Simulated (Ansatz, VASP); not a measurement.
## HfN: VASP beside Ansatz

The input INCAR:

```
SYSTEM = HfN
PREC = Accurate
ENCUT = 520
EDIFF = 1E-6
ISMEAR = 0
SIGMA = 0.15
LREAL = .False.
LASPH = .True.
NELM = 100
ALGO = Normal
ISIF = 2
LWAVE = .False.
LCHARG = .True.
GGA = PS
LELF = .True.
LVHAR = .True.
NBANDS = 23
```

The input KPOINTS:

```
Automatic mesh
0
Gamma
  18 18 10
  0 0 0
```

The input POSCAR:

```
HfN
1.0
    3.1746229159      0.0000000000      0.0000000000
   -1.5873114580      2.7493040926      0.0000000000
    0.0000000000      0.0000000000      5.5526640095
Hf N
2 2
Direct
    0.6666666667      0.3333333333      0.7500000000
    0.3333333333      0.6666666667      0.2500000000
    0.0000000000      0.0000000000      0.0000000000
    0.0000000000      0.0000000000      0.5000000000
```

Input for Ansatz:

```yaml
crystal:
  lattice:
    - [3.1746229159, 0.0, 0.0]
    - [-1.587311458, 2.7493040926, 0.0]
    - [0.0, 0.0, 5.5526640095]
  atoms:
    - { symbol: Hf, position: [0.6666666667, 0.3333333333, 0.75] }
    - { symbol: Hf, position: [0.3333333333, 0.6666666667, 0.25] }
    - { symbol: "N", position: [0.0, 0.0, 0.0] }
    - { symbol: "N", position: [0.0, 0.0, 0.5] }
basis:
  ecutwfc: 420
kpoints:
  mp_grid: { grid: [18, 18, 10] }
hamiltonian:
  xc: pbesol
scf:
  occupations: { method: gaussian, width: 0.15 }
output:
  forces: true
  stress: true
  eigenvalues: true
```

Change from the starting cell: strain +0.015 along x and y, +0.030 along z, atoms carried along.

Alike in both runs: task single point; functional PBEsol; k mesh 18 × 18 × 10; occupations gaussian, width 0.15 eV; no spin polarisation.

|  | VASP | Ansatz |
| --- | --- | --- |
| version | VASP 6.6.1 | Ansatz 0.2.0 |
| potentials or method | VASP PAW PBE potentials, release 64 (Hf_pv, N), cutoff 520 eV | scalar-relativistic, plane waves, PAW |
| valence electrons in the cell | 30 | 62 |

|  | VASP | Ansatz | Ansatz less VASP |
| --- | --- | --- | --- |
| gap on the k mesh at the Fermi level (eV) | none | none | - |
| pressure (GPa) | -16.6 | -14.6 | +1.95 |
| traceless stress, the component that is largest in VASP (GPa) | -3.71 | -3.74 | -0.026 |

VASP's potentials were made for PBE, not for PBEsol. A gap of «none» marks a metal or a gap that the smearing closes. VASP's potentials hold 30 valence electrons a cell and Ansatz's 62, so a difference there can come from the potentials and not from the codes.

Neither program's run includes spin-orbit coupling.
